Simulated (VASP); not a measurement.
A run of VASP 6.6.1 is set up as follows.

Contents of INCAR:

```
PREC = Accurate
ENCUT = 500
EDIFF = 1E-7
ISMEAR = -1
SIGMA = 0.1
LREAL = F
LASPH = T
NELM = 120
ALGO = Normal
ISIF = 3
LWAVE = F
LCHARG = F
GGA = CA
IBRION = 2
NSW = 80
EDIFFG = -0.01
GGA_COMPAT = F
NELMIN = 4
```

KPOINTS

```
regular mesh
0
Gamma
  12 12 10
```

Contents of POSCAR:

```
TiB2
1.0
    3.0292000000      0.0000000000      0.0000000000
   -1.5146000000      2.6233641500      0.0000000000
    0.0000000000      0.0000000000      3.2284000000
Ti B
1 2
Direct
    0.0000000000      0.0000000000      0.0000000000
    0.3333333300      0.6666666700      0.5000000000
    0.6666666700      0.3333333300      0.5000000000
```

Potentials or basis: VASP PAW LDA potentials, release 64 (Ti_sv, B).

Run with:

```console
$ cat potpaw_LDA.64/Ti_sv/POTCAR potpaw_LDA.64/B/POTCAR > POTCAR
$ mpirun -np 1 vasp_std > vasp.out
```

**Question.** Estimate the relaxed cell.

**Answer.** a = 2.995 Å, b = 2.995 Å, c = 3.162 Å, α = 90.00°, β = 90.00°, γ = 120.00°.

**Question.** Predict the band gap on the k mesh.

**Answer.** Zero (band 9 reaches 10.72 eV, above the bottom of band 10 at 10.16 eV).

**Question.** Estimate the space group after relaxing (to 0.05 Å).

**Answer.** P6/mmm (No. 191).

**Question.** Predict the relaxed volume.

**Answer.** 8.19 Å³/atom.

Step by step:
```
step  energy change (eV)  largest force (eV/Å)  pressure (GPa)  volume (Å³)
   1              0.0000                0.0000          -10.72        25.66
   2              0.0013                0.0000           12.70        23.59
   3             -0.0368                0.0000            0.02        24.60
   4             -0.0368                0.0000            0.25        24.58
   5             -0.0380                0.0000            0.17        24.57
   6             -0.0380                0.0000            0.18        24.56
```

LDA usually gives volumes a few per cent too small. Zero-point motion and thermal expansion aren't in these numbers.
